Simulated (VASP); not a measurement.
TaN:

```xyz
2
Lattice="2.9502 0.0000 0.0000 -1.4751 2.5549 0.0000 0.0000 0.0000 2.8978" Properties=species:S:1:pos:R:3 pbc="T T T"
Ta    0.0000    1.7033    1.4489
N     0.0000    0.0000    0.0000
```

Base run:

| Property | Result |
| --- | --- |
| Program | VASP 6.6.1 |
| Functional | PBE |
| Potentials or basis | VASP PAW PBE potentials, release 64 (Ta_pv, N) |
| Cutoff | 520 eV |
| k mesh | 18 × 18 × 14 |
| Occupations | gaussian, width 0.1 eV |
| Spin | no spin polarisation |

Its results: band gap on the k mesh zero (band 8 reaches 8.33 eV, above the bottom of band 9 at 8.03 eV); pressure 0.7 GPa.

The run is repeated on the same cell with these changes: functional from PBE to r2SCAN; further incar settings from ALGO = Normal; EDIFF = 1e-06; NBANDS = 15 to ALGO = Normal; EDIFF = 1e-07; NBANDS = 15. What comes out?

Band gap on the k mesh zero (band 8 reaches 8.25 eV, above the bottom of band 9 at 8.00 eV); pressure -3.4 GPa.

Caveats: spin-orbit coupling is left out, which moves the levels of the heavy elements; the PAW data sets were made with another functional, which shifts forces and pressure a little (some runs).
